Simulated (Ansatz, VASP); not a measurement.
# One calculation of Al3BP2, two programs

```
Al B P
1.0
     6.16340    0.00000    0.00000
    -3.08170    5.33766    0.00000
     0.00000    0.00000    3.33115
Al B P
3 1 2
Direct
  0.50000 0.00000 0.50000
  0.50000 0.50000 0.50000
  0.00000 0.50000 0.50000
  0.00000 0.00000 0.00000
  0.33333 0.66667 0.00000
  0.66667 0.33333 0.00000
```

Change from the starting cell: species swapped into the EuB2Rh3 type (P6/mmm, No. 191).

Alike in both runs: task relaxation of cell and atoms; functional PBE; k mesh 6 × 6 × 12; occupations gaussian, width 0.1 eV; no spin polarisation.

```csv
,VASP,Ansatz
version,VASP 6.6.1,Ansatz 0.2.0
potentials or method,"VASP PAW PBE potentials, release 64 (Al, B, P), cutoff 600 eV","scalar-relativistic, plane waves, PAW"
valence electrons in the cell,22,22
```

Ansatz gave:

* gap on the k mesh at the Fermi level, each at its own relaxed structure (eV): none
* relaxed volume (Å³/atom): 18.31
* relaxed cell length with the largest relative difference (Å): 3.371

Q: What did VASP give for the same quantities?

A: gap on the k mesh at the Fermi level, each at its own relaxed structure (eV): none; relaxed volume (Å³/atom): 18.31; relaxed cell length with the largest relative difference (Å): 3.370.

A gap of «none» marks a metal or a gap that the smearing closes.
